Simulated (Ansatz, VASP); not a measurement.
# One calculation of BN, two programs

```
B N
1.0
     2.50399    0.00000    0.00000
    -1.25200    2.16852    0.00000
     0.00000    0.00000    6.66120
B N
2 2
Direct
  0.33333 0.66667 0.25000
  0.66667 0.33333 0.75000
  0.30258 0.65129 0.75000
  0.66667 0.33333 0.25000
```

Alike in both runs: task single point; functional PBE; k mesh 12 × 12 × 4; occupations gaussian, width 0.05 eV; no spin polarisation.

|  | VASP | Ansatz |
| --- | --- | --- |
| version | VASP 6.6.1 | Ansatz 0.2.0 |
| potentials or method | VASP PAW PBE potentials, release 64 (B, N), cutoff 520 eV | scalar-relativistic, plane waves, PAW |
| valence electrons in the cell | 16 | 16 |

Ansatz gave:

```
gap on the k mesh at the Fermi level (eV)                     : 4.17
least direct gap on the mesh (eV)                             : 4.56
pressure (GPa)                                                : 4.2
traceless stress, the component that is largest in VASP (GPa) : 3.65
rms of the force components (eV/Å)                            : 1.253
```

**Question.** What did VASP give for the same quantities?

**Answer.** gap on the k mesh at the Fermi level (eV): 4.17; least direct gap on the mesh (eV): 4.55; pressure (GPa): 4.3; traceless stress, the component that is largest in VASP (GPa): 3.65; rms of the force components (eV/Å): 1.249.

Atom by atom the forces differ by 0.004 eV/Å (rms over components). The functional is the same, so the differences come from potentials, cutoffs and numerics.
